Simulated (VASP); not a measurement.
WS2, 3 atoms in the cell. The cell holds a slab with vacuum, 3 atoms: a = 3.438 Å, b = 3.438 Å, c = 15.595 Å, α = 90.00°, β = 90.00°, γ = 120.00°.  This cell differs from its parent crystal: strain +0.080 along x and y, -0.080 along z.

| Item | Value |
| --- | --- |
| Program | VASP 6.6.1 |
| Task | single point |
| Functional | PBEsol |
| Potentials or basis | VASP PAW PBE potentials, release 64 (W_sv, S) |
| Cutoff | 520 eV |
| k mesh | 12 × 12 × 2 |
| Occupations | gaussian, width 0.05 eV |
| Spin | no spin polarisation |
| Dipole correction | no |
| Further INCAR settings | ALGO = Normal; EDIFF = 1e-07; NBANDS = 20 |

Potentials or basis: VASP PAW PBE potentials, release 64 (W_sv, S).

Command:

```console
$ cat potpaw_PBE.64/W_sv/POTCAR potpaw_PBE.64/S/POTCAR > POTCAR
$ mpirun -np 1 vasp_std > vasp.out
```

Hardware: 1 thread of AMD EPYC 9R45 96-Core Processor (Zen 5), with other jobs on the host.

Question: How long does it take, and how much memory?

Answer: Run time: 110 s on 1 thread of AMD EPYC 9R45 96-Core Processor (Zen 5) (shared host), peak memory 0.32 GiB. Counts: scf iterations 22, k points 38.
